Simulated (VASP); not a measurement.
# BaTiO3 (Amm2) in VASP: single point with PBE

Aim: the single point of BaTiO3 with PBE.

All numbers are computed with VASP 6.6.1; they aren't measurements. Logs are shortened: lines on timing, memory, paths and dates and some standing lists are left out, and cuts for length are marked.

## 1. The cell of the first run

Symmetry: Amm2, No. 38, orthorhombic system. The conventional cell has a = 3.826 Å, b = 5.447 Å, c = 5.690 Å, α = 90.00°, β = 90.00°, γ = 90.00°. Ba (site symmetry mm2) has 12 O at 2.72 to 2.92 Å and 8 Ti at 3.33 to 3.49 Å within 3.6 Å. Ti (site symmetry mm2) has 6 O at 1.89 to 2.05 Å within 2.5 Å. Within 2.5 Å of O (site symmetry m) lie 2 Ti at 1.89 to 2.05 Å. O (site symmetry mm2) has 2 Ti at 1.92 Å within 2.5 Å.

## 2. Single point, PBE

File INCAR:

```
SYSTEM = BaTiO3
ALGO = Normal
EDIFF = 1E-6
ENCUT = 520
GGA = PE
ISIF = 2
ISMEAR = -1
LASPH = .True.
LCHARG = .False.
LREAL = .False.
LWAVE = .False.
NBANDS = 28
NELM = 80
PREC = Accurate
SIGMA = 0.05
```

File KPOINTS:

```
k-points
0
Gamma
  6 6 6
  0 0 0
```

File POSCAR:

```
BaTiO3
1.0
    3.8260800000      0.0000000000      0.0000000000
    0.0000000000      2.7234240000      2.8451500000
    0.0000000000     -2.7234240000      2.8451500000
Ba Ti O
1 1 3
Direct
    0.0000000000      0.0000000000      0.0000000000
    0.5000000000      0.5124000000      0.5124000000
    0.5000000000      0.9918400000      0.5052400000
    0.5000000000      0.5052400000      0.9918400000
    0.0000000000      0.4874000000      0.4874000000
```

Potentials or basis: VASP PAW PBE potentials, release 64 (Ba_sv, Ti_sv, O).

Launch:

```sh
> cat potpaw_PBE.64/Ba_sv/POTCAR potpaw_PBE.64/Ti_sv/POTCAR potpaw_PBE.64/O/POTCAR > POTCAR
> mpirun -np 1 vasp_std > vasp.out
```

OUTCAR:

```text
SYSTEM = BaTiO3
   EDIFF = 1E-6
   ENCUT = 520
   GGA = PE
   ISIF = 2
   ISMEAR = -1
   LASPH = .True.
   LREAL = .False.
   NELM = 80
   PREC = Accurate

 ion  position               nearest neighbor table
   1  0.000  0.000  0.000-   5 2.72   5 2.72   3 2.73   4 2.73   3 2.73   4 2.73   4 2.76   3 2.76
                             4 2.76   3 2.76   5 2.77   5 2.92   2 3.33   2 3.33   2 3.33   2 3.33
   2  0.500  0.512  0.512-   3 1.89   4 1.89   5 1.92   5 1.92   3 2.05   4 2.05   1 3.33   1 3.33
                             1 3.33   1 3.33   1 3.37   1 3.37   1 3.49   1 3.49
   3  0.500  0.992  0.505-   2 1.89   2 2.05   1 2.73   1 2.73   1 2.76   1 2.76
   4  0.500  0.505  0.992-   2 1.89   2 2.05   1 2.73   1 2.73   1 2.76   1 2.76
   5  0.000  0.487  0.487-   2 1.92   2 1.92   1 2.72   1 2.72   1 2.77   1 2.92

  LATTYP: Found a base centered orthorhombic cell.
 ALAT       =     5.4468480000
 B/A-ratio  =     1.0446959416
 C/A-ratio  =     0.7024392823

  Lattice vectors:

 A1 = (   0.0000000000,   2.7234240000,  -2.8451500000)
 A2 = (   0.0000000000,   2.7234240000,   2.8451500000)
 A3 = (   3.8260800000,   0.0000000000,   0.0000000000)

Analysis of symmetry for initial positions (statically):
=====================================================================
 Subroutine PRICEL returns:
 Original cell was already a primitive cell.

 Routine SETGRP: Setting up the symmetry group for a
 base centered orthorhombic supercell.

 Subroutine GETGRP returns: Found  4 space group operations
 (whereof  4 operations were pure point group operations)
 out of a pool of  8 trial point group operations.

The static configuration has the point symmetry C_2v.

Analysis of symmetry for dynamics (positions and initial velocities):
=====================================================================
 Subroutine PRICEL returns:
 Original cell was already a primitive cell.

 Routine SETGRP: Setting up the symmetry group for a
 base centered orthorhombic supercell.

 Subroutine GETGRP returns: Found  4 space group operations
 (whereof  4 operations were pure point group operations)
 out of a pool of  8 trial point group operations.

The dynamic configuration has the point symmetry C_2v.

 Subroutine INISYM returns: Found  4 space group operations
 (whereof  4 operations are pure point group operations),
 and found     1 'primitive' translations

----------------------------------------------------------------------------------------

                                     Primitive cell

  volume of cell :      59.2931

  direct lattice vectors                    reciprocal lattice vectors
     3.826080000  0.000000000  0.000000000     0.261364112  0.000000000  0.000000000
     0.000000000  2.723424000  2.845150000     0.000000000  0.183592419  0.175737659
     0.000000000 -2.723424000  2.845150000     0.000000000 -0.183592419  0.175737659

  length of vectors
     3.826080000  3.938517082  3.938517082     0.261364112  0.254145433  0.254145433

  position of ions in fractional coordinates (direct lattice)
     0.000000000  0.000000000  0.000000000
     0.500000000  0.512400000  0.512400000
     0.500000000  0.991840000  0.505240000
     0.500000000  0.505240000  0.991840000
     0.000000000  0.487400000  0.487400000

  ion indices of the primitive-cell ions
   primitive index   ion index
                 1           1
                 2           2
                 3           3
                 4           4
                 5           5

----------------------------------------------------------------------------------------

 KPOINTS: k-points

Automatic generation of k-mesh.
 Grid dimensions read from file:
 generate k-points for:    6    6    6

 Generating k-lattice:

  Cartesian coordinates                     Fractional coordinates (reciprocal lattice)
     0.043560685  0.000000000  0.000000000     0.166666667  0.000000000  0.000000000
     0.000000000  0.030598736  0.029289610     0.000000000  0.166666667  0.000000000
     0.000000000 -0.030598736  0.029289610     0.000000000  0.000000000  0.166666667

  Length of vectors
     0.043560685  0.042357572  0.042357572

  Shift w.r.t. Gamma in fractional coordinates (k-lattice)
     0.000000000  0.000000000  0.000000000

 Subroutine IBZKPT returns following result:
 ===========================================

 Found     52 irreducible k-points:

 Following reciprocal coordinates:
            Coordinates               Weight
  0.000000  0.000000  0.000000      1.000000
  0.166667  0.000000  0.000000      2.000000
  0.333333  0.000000  0.000000      2.000000
  0.500000  0.000000  0.000000      1.000000
  0.000000  0.166667 -0.000000      4.000000
  0.166667  0.166667 -0.000000      8.000000
[... 16 lines left out ...]
  0.333333  0.333333  0.166667      8.000000
  0.500000  0.333333  0.166667      4.000000
 [... further k-points ...]
   k-points           NKPTS =     52   k-points in BZ     NKDIM =     52   number of bands    NBANDS=     28
   number of dos      NEDOS =    301   number of ions     NIONS =      5
   total plane-waves  NPLWV =  25200
   dimension x,y,z NGX =    28 NGY =   30 NGZ =   30
   dimension x,y,z NGXF=    56 NGYF=   60 NGZF=   60
   ions per type =               1   1   3
   NGX,Y,Z   is equivalent  to a cutoff of  12.17, 12.66, 12.66 a.u.
   NGXF,Y,Z  is equivalent  to a cutoff of  24.33, 25.33, 25.33 a.u.
 SYSTEM =  BaTiO3
   PREC   = accura    normal or accurate (medium, high low for compatibility)
   ISTART =      0    job   : 0-new  1-cont  2-samecut
   ICHARG =      2    charge: 1-file 2-atom 10-const
   ISPIN  =      1    spin polarized calculation?
   LNONCOLLINEAR =      F non collinear calculations
   LSORBIT =      F    spin-orbit coupling
   LASPH  =      T    aspherical Exc in radial PAW
   ENCUT  =  520.0 eV  38.22 Ry    6.18 a.u.   7.11  7.32  7.32*2*pi/ulx,y,z
   NELM   =     80;   NELMIN=  2; NELMDL= -5     # of ELM steps
   EDIFF  = 0.1E-05   stopping-criterion for ELM
   LREAL  =      F    real-space projection
[... 7 lines left out ...]
   TEBEG  =    0.0;   TEEND  =   0.0 temperature during run
   PSTRESS=    0.0 pullay stress
   NELECT =      40.0000    total number of electrons
   NUPDOWN=      -1.0000    fix difference up-down
   EMIN   =  10.00;   EMAX   =-10.00  energy-range for DOS
   EFERMI =   0.00;   METHOD = LEGACY
   ISMEAR =    -1;   SIGMA  =   0.05  broadening in eV -4-tet -1-fermi 0-gaus
   EFERMI_NEDOS =   21; number of points for ismear=-14 and -15
   IALGO  =     38    algorithm
   IMIX   =      4    mixing-type and parameters
     AMIX     =   0.40;   BMIX     =  1.00
     AMIX_MAG =   1.60;   BMIX_MAG =  1.00
  volume/ion in A,a.u.               =      11.86        80.03
  Fermi-wavevector in a.u.,A,eV,Ry     =   1.435798  2.713265 28.048626  2.061516
  Thomas-Fermi vector in A             =   2.555057
   LORBIT       =      0    0 simple, 1 ext, 2 COOP (PROOUT), +10 PAW based schemes
   GGA     = PE    functional components
   LHFCALC =     F    Hartree Fock is set to
   AEXX    =    0.0000 exact exchange contribution
   IVDW    =     0    specifies the selected vdW correction
   LEPSILON=     F    determine dielectric tensor
   LRPA    =     F    only Hartree local field effects (RPA)
 non-spin polarized calculation
  energy-cutoff  :      520.00
  volume of cell :       59.29
 maximum number of plane-waves:      1613
   NGX = 15   NGY = 15   NGZ = 15

 number of electron      39.9999999 magnetization

 Free energy of the ion-electron system (eV)
  ---------------------------------------------------
  ext. energy  EPLUGINS =         0.00000000
  ---------------------------------------------------
  free energy    TOTEN  =       -39.51923858 eV

  energy without entropy =      -39.51923858  energy(sigma->0) =      -39.51923858

 E-fermi :   5.4794     XC(G=0): -11.6725

 val. band max:        4.5116147710   @ k =   0.5000   0.5000   0.5000
 cond. band min:       6.3978956394   @ k =   0.0000   0.0000   0.0000
 fundamental gap:      1.8862808684
 Fermi energy:         5.4794053317

 k-point     1 :       0.0000    0.0000    0.0000
  band No.  band energies     occupation
      1     -51.7622      2.00000
      2     -28.0540      2.00000
      3     -28.0374      2.00000
      4     -28.0150      2.00000
      5     -20.2127      2.00000
      6     -12.6140      2.00000
[... 20 lines left out ...]
     27       9.7746      0.00000
     28      12.6464      0.00000

 k-point     2 :       0.1667    0.0000    0.0000
  band No.  band energies     occupation
      1     -51.7616      2.00000
      2     -28.0620      2.00000
      3     -28.0530      2.00000
      4     -28.0140      2.00000
      5     -20.1627      2.00000
      6     -12.6147      2.00000
[... 20 lines left out ...]
     27      10.3617      0.00000
     28      13.1288      0.00000

 k-point     3 :       0.3333    0.0000    0.0000
  band No.  band energies     occupation
      1     -51.7605      2.00000
      2     -28.1104      2.00000
      3     -28.0509      2.00000
      4     -28.0120      2.00000
      5     -20.0592      2.00000
      6     -12.8059      2.00000
[... 20 lines left out ...]
     27      11.6060      0.00000
     28      13.0685      0.00000

 k-point     4 :       0.5000    0.0000    0.0000
  band No.  band energies     occupation
      1     -51.7600      2.00000
      2     -28.1342      2.00000
      3     -28.0499      2.00000
      4     -28.0110      2.00000
      5     -20.0056      2.00000
      6     -12.9380      2.00000
[... 578 lines left out ...]
     27      12.2985      0.00000
     28      13.5956      0.00000

 k-point    23 :       0.3333    0.3333    0.1667
  band No.  band energies     occupation
      1     -51.7592      2.00000
      2     -28.1059      2.00000
      3     -28.0889      2.00000
      4     -28.0389      2.00000
      5     -19.9503      2.00000
      6     -12.3941      2.00000
[... 20 lines left out ...]
     27      13.2486      0.00000
     28      13.4086      0.00000

 k-point    24 :       0.5000    0.3333    0.1667
  band No.  band energies     occupation
      1     -51.7586      2.00000
      2     -28.1292      2.00000
      3     -28.0876      2.00000
      4     -28.0378      2.00000
      5     -19.9134      2.00000
      6     -12.3364      2.00000
[... 20 lines left out ...]
     27      13.1916      0.00000
     28      13.4990      0.00000

 [... further k-points ...]
[... 5 lines left out ...]
  --------------------------------------------------------------------------------------
  -------------------------------------------------------------------------------------
  Total        9.5040401      9.6105426      5.0724301      0.0000000      0.0000000      0.0000000
  in kB      256.8114422    259.6892789    137.0636145      0.0000000      0.0000000      0.0000000
  external PRESSURE =     217.8547785 kB  Pullay stress =       0.0000000 kB

 VOLUME and BASIS-vectors are now :
 -----------------------------------------------------------------------------
  energy-cutoff  :      520.00
  volume of cell :       59.29
      direct lattice vectors                 reciprocal lattice vectors
     3.826080000  0.000000000  0.000000000     0.261364112  0.000000000  0.000000000
     0.000000000  2.723424000  2.845150000     0.000000000  0.183592419  0.175737659
     0.000000000 -2.723424000  2.845150000     0.000000000 -0.183592419  0.175737659

 POSITION                                       TOTAL-FORCE (eV/Angst)
 -----------------------------------------------------------------------------------
      0.00000      0.00000      0.00000         0.000000      0.000000      0.210245
      1.91304      0.00000      2.91571         0.000000      0.000000     -0.107476
      1.91304      1.32522      4.25942         0.000000      0.328555     -0.084912
      1.91304     -1.32522      4.25942         0.000000     -0.328555     -0.084912
      0.00000      0.00000      2.77345         0.000000      0.000000      0.067055
 -----------------------------------------------------------------------------------
    total drift:                                0.000000      0.000003     -0.000566

  FREE ENERGIE OF THE ION-ELECTRON SYSTEM (eV)
  ---------------------------------------------------
  free  energy   TOTEN  =       -39.5192385773 eV

  energy  without entropy=      -39.5192385770  energy(sigma->0) =      -39.51923858
```

Run time: 2.6 min. Hardware: 1 thread of Intel Xeon 8259CL, shared host; peak memory 0.22 GiB.

Results:

```yaml
Free_energy: -39.5192 eV
Pressure: 21.8 GPa
Largest_force: 0.339 eV/Å
Band_gap_on_the_k_mesh: 1.89 eV (least direct gap 1.94 eV)
```

Forces in eV/Å, atoms in the order of the input:
```
Ba   0.000  0.000  0.210
Ti   0.000  0.000 -0.107
O    0.000  0.329 -0.085
O    0.000 -0.329 -0.085
O    0.000  0.000  0.067
```

Caveat: the stress differs along the axes, from 14 to 26 GPa; spin-orbit coupling is left out, which moves the levels of the heavy elements. A k mesh can miss the band edges.
